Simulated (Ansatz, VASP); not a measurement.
InP in VASP and in Ansatz

```xyz
2
Lattice="0.0000 3.1868 2.8226 2.8226 0.0000 2.8226 2.8226 3.1868 0.0000" Properties=species:S:1:pos:R:3 pbc="T T T"
In    0.0000    0.0000    0.0000
P     4.2340    4.7801    4.2340
```

Alike in both runs: task single point; functional LDA; k mesh 12 × 12 × 12; occupations gaussian, width 0.05 eV; no spin polarisation.

```csv
,VASP,Ansatz
version,VASP 6.6.1,Ansatz 0.2.0
potentials or method,"VASP PAW LDA potentials, release 64 (In_d, P), cutoff 520 eV","scalar-relativistic, plane waves, PAW"
valence electrons in the cell,18,18
```

|  | VASP | Ansatz | Ansatz less VASP |
| --- | --- | --- | --- |
| gap on the k mesh at the Fermi level (eV) | 0.15 | 0.12 | -0.032 |
| least direct gap on the mesh (eV) | 0.15 | 0.12 | -0.032 |
| pressure (GPa) | -2.0 | -2.1 | -0.01 |
| traceless stress, the component that is largest in VASP (GPa) | -4.45 | -4.45 | -0.002 |

Ansatz warns that its potentials were made for another functional, while VASP's fit it. LDA's correlation is that of Perdew and Zunger in VASP and of Perdew and Wang (1992) in Ansatz.
